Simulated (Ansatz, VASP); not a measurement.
**Sr: VASP beside Ansatz**

```
CELL_PARAMETERS angstrom
0.00000 4.02633 4.02633
4.02633 0.00000 4.02633
4.02633 4.02633 0.00000
ATOMIC_POSITIONS crystal
Sr 0.50000 0.50000 0.50000
Sr 0.75000 0.75000 0.75000
```

Alike in both runs: task relaxation of cell and atoms; functional PBEsol; k mesh 12 × 12 × 12; occupations gaussian, width 0.1 eV; no spin polarisation.

|  | VASP | Ansatz |
| --- | --- | --- |
| version | VASP 6.6.1 | Ansatz 0.2.0 |
| potentials or method | VASP PAW PBE potentials, release 64 (Sr_sv), cutoff 600 eV | scalar-relativistic, plane waves, PAW |
| valence electrons in the cell | 20 | 20 |

|  | VASP | Ansatz | Ansatz less VASP |
| --- | --- | --- | --- |
| gap on the k mesh at the Fermi level, each at its own relaxed structure (eV) | none | none | - |
| relaxed volume (Å³/atom) | 103.58 | 103.02 | -0.559 |
| relaxed length of the cell vector where the two differ most in proportion (Å) | 6.642 | 6.630 | -0.0120 |

VASP's potentials were made for PBE, not for PBEsol. A gap of «none» marks a metal or a gap that the smearing closes.

Noted on VASP's run: the volume moved by over 15 % at a fixed basis, so the end points are rough.
